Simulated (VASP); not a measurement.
# GaSb (F-43m) in VASP: a series of runs, part 2 of 2

VASP 6.6.1. The steps go on from the part before.

## Step 3: Single point, PBEsol (volume scaled by 1.040)

INCAR

```
ALGO     = Normal         # electronic algorithm
EDIFF    = 1E-6           # SCF threshold, eV
ENCUT    = 520            # plane-wave cutoff, eV
GGA      = PS             # functional
ISIF     = 2              # what is computed and relaxed
ISMEAR   = 0              # smearing method
LASPH    = T              # aspherical terms in the spheres
LCHARG   = F              # write CHGCAR
LREAL    = F              # projectors in reciprocal space
LWAVE    = F              # write WAVECAR
NBANDS   = 16             # bands
NELM     = 60             # most SCF steps
PREC     = Accurate       # precision mode
SIGMA    = 0.05           # smearing width, eV
```

KPOINTS

```
k-points
0
Gamma
  10 10 10
```

POSCAR

```
GaSb
1.0
    0.0000000000      3.0959777849      3.0959777849
    3.0959777849      0.0000000000      3.0959777849
    3.0959777849      3.0959777849      0.0000000000
Ga Sb
1 1
Direct
    0.0000000000      0.0000000000      0.0000000000
    0.7500000000      0.7500000000      0.7500000000
```

Potentials or basis: VASP PAW PBE potentials, release 64 (Ga_d, Sb).

Launch:

```sh
$ cat potpaw_PBE.64/Ga_d/POTCAR potpaw_PBE.64/Sb/POTCAR > POTCAR
$ mpirun -np 1 vasp_std > vasp.out
```

OUTCAR:

```text
EDIFF = 1E-6
   ENCUT = 520
   GGA = PS
   ISIF = 2
   ISMEAR = 0
   LASPH = T
   LREAL = F
   NELM = 60
   PREC = Accurate

 ion  position               nearest neighbor table
   1  0.000  0.000  0.000-   2 2.68   2 2.68   2 2.68   2 2.68
   2  0.750  0.750  0.750-   1 2.68   1 2.68   1 2.68   1 2.68

  LATTYP: Found a face centered cubic cell.
 ALAT       =     6.1919555698

  Lattice vectors:

 A1 = (   0.0000000000,   3.0959777849,   3.0959777849)
 A2 = (   3.0959777849,   0.0000000000,   3.0959777849)
 A3 = (   3.0959777849,   3.0959777849,   0.0000000000)

Analysis of symmetry for initial positions (statically):
=====================================================================
 Subroutine PRICEL returns:
 Original cell was already a primitive cell.

 Routine SETGRP: Setting up the symmetry group for a
 face centered cubic supercell.

 Subroutine GETGRP returns: Found 24 space group operations
 (whereof 24 operations were pure point group operations)
 out of a pool of 48 trial point group operations.

[... 156 lines left out ...]
  ---------------------------------------------------
  ext. energy  EPLUGINS =         0.00000000
  ---------------------------------------------------
  free energy    TOTEN  =        -8.14108356 eV

  energy without entropy =       -8.14100643  energy(sigma->0) =       -8.14104500

 E-fermi :   4.3856     XC(G=0):  -9.1110

 val. band max:        4.3703409865   @ k =   0.0000   0.0000   0.0000
 cond. band min:       4.6450787380   @ k =   0.5000   0.0000   0.0000
 fundamental gap:      0.2747377515
 Fermi energy:         4.3855692107

 k-point     1 :       0.0000    0.0000    0.0000
  band No.  band energies     occupation
      1     -10.5594      2.00000
      2     -10.5594      2.00000
      3     -10.5594      2.00000
      4     -10.5144      2.00000
      5     -10.5144      2.00000
      6      -6.8881      2.00000
[... 433 lines left out ...]
      3     -10.5426      2.00000
      4     -10.5217      2.00000
      5     -10.5117      2.00000
      6      -5.3555      2.00000
[... 8 lines left out ...]
     15      14.5614      0.00000
     16      14.5927      0.00000

 [... further k-points ...]
[... 5 lines left out ...]
  --------------------------------------------------------------------------------------
  -------------------------------------------------------------------------------------
  Total       -0.6529127     -0.6529127     -0.6529127     -0.0000000      0.0000000     -0.0000000
  in kB      -17.6255297    -17.6255297    -17.6255297     -0.0000000      0.0000000     -0.0000000
  external PRESSURE =     -17.6255297 kB  Pullay stress =       0.0000000 kB

 VOLUME and BASIS-vectors are now :
 -----------------------------------------------------------------------------
  energy-cutoff  :      520.00
  volume of cell :       59.35
      direct lattice vectors                 reciprocal lattice vectors
     0.000000000  3.095977785  3.095977785    -0.161499867  0.161499867  0.161499867
     3.095977785  0.000000000  3.095977785     0.161499867 -0.161499867  0.161499867
     3.095977785  3.095977785  0.000000000     0.161499867  0.161499867 -0.161499867

 POSITION                                       TOTAL-FORCE (eV/Angst)
 -----------------------------------------------------------------------------------
      0.00000      0.00000      0.00000        -0.000000     -0.000000     -0.000000
      4.64397      4.64397      4.64397         0.000000      0.000000      0.000000
 -----------------------------------------------------------------------------------
    total drift:                               -0.000000     -0.000000     -0.000000

  FREE ENERGIE OF THE ION-ELECTRON SYSTEM (eV)
  ---------------------------------------------------
  free  energy   TOTEN  =        -8.1410835626 eV

  energy  without entropy=       -8.1410064299  energy(sigma->0) =       -8.14104500
```

OSZICAR:

```text
N       E                     dE             d eps       ncg     rms          rms(c)
DAV:   1     0.837609661023E+02    0.83761E+02   -0.85826E+03  1520   0.136E+03
DAV:   2    -0.167490099132E+01   -0.85436E+02   -0.82134E+02  1792   0.301E+02
DAV:   3    -0.811769725417E+01   -0.64428E+01   -0.64291E+01  1808   0.658E+01
DAV:   4    -0.823025573639E+01   -0.11256E+00   -0.11255E+00  1888   0.971E+00
DAV:   5    -0.823293288125E+01   -0.26771E-02   -0.26771E-02  1928   0.133E+00    0.298E+00
DAV:   6    -0.816426696536E+01    0.68666E-01   -0.82889E-02  2096   0.477E+00    0.174E+00
DAV:   7    -0.814080341162E+01    0.23464E-01   -0.38291E-02  1904   0.176E+00    0.357E-01
DAV:   8    -0.814078436226E+01    0.19049E-04   -0.46313E-03  1984   0.791E-01    0.892E-02
DAV:   9    -0.814107681686E+01   -0.29245E-03   -0.44719E-04  1744   0.167E-01    0.344E-02
DAV:  10    -0.814107393518E+01    0.28817E-05   -0.19756E-05  1992   0.384E-02    0.916E-03
DAV:  11    -0.814108340429E+01   -0.94691E-05   -0.12242E-05  1704   0.239E-02    0.454E-03
DAV:  12    -0.814108356260E+01   -0.15831E-06   -0.54423E-07  1632   0.772E-03
   1 F= -.81410836E+01 E0= -.81410450E+01  d E =-.771327E-04
```

stdout:

```text
POSCAR found type information on POSCAR GaSb
 POSCAR found :  2 types and       2 ions
 scaLAPACK will be used
 -----------------------------------------------------------------------------
|                                                                             |
|                                                                             |
|     You enforced a specific xc type in the INCAR file but a different       |
|     I HOPE YOU KNOW WHAT YOU ARE DOING!                                     |
|                                                                             |
 -----------------------------------------------------------------------------

 LDA part: xc-table for (Slater+PW92), standard interpolation
 POSCAR, INCAR and KPOINTS ok, starting setup
 FFT: planning ... GRIDC
 FFT: planning ... GRID_SOFT
 FFT: planning ... GRID
 WAVECAR not read
 entering main loop
```

It took 21 s on 1 thread of Intel Xeon 6975P-C (Granite Rapids), shared host; peak memory 0.22 GiB.

What came out:

```yaml
Free_energy: -8.1411 eV
Pressure: -1.8 GPa
Band_gap_on_the_k_mesh: zero (filled and empty bands touch)
```

Caveat: the PAW data sets were made with another functional, which shifts forces and pressure a little; spin-orbit coupling is left out, which moves the levels of the heavy elements.
